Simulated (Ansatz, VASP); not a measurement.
## One calculation of ZrS2, two programs

```
S Zr
1.0
     3.72200    0.00000    0.00000
    -1.86100    3.22335    0.00000
     0.00000    0.00000   31.84163
S Zr
2 1
Cartesian
  1.8610 1.0744 14.5383
  0.0000 2.1489 17.3033
  0.0000 0.0000 15.9208
```

Alike in both runs: task single point; functional PBE; dispersion D3(BJ); k mesh 9 × 9 × 1; occupations gaussian, width 0.02 eV; no spin polarisation.

|  | VASP | Ansatz |
| --- | --- | --- |
| version | VASP 6.6.1 | Ansatz 0.2.0 |
| potentials or method | VASP PAW PBE potentials, release 64 (S, Zr_sv), cutoff 400 eV | scalar-relativistic, plane waves, PAW |
| valence electrons in the cell | 24 | 24 |

|  | VASP | Ansatz | Ansatz less VASP |
| --- | --- | --- | --- |
| gap on the k mesh at the Fermi level (eV) | 1.47 | 1.47 | +0.003 |
| least direct gap on the mesh (eV) | 1.72 | 1.71 | -0.004 |
| rms of the force components (eV/Å) | 0.216 | 0.212 | -0.0044 |
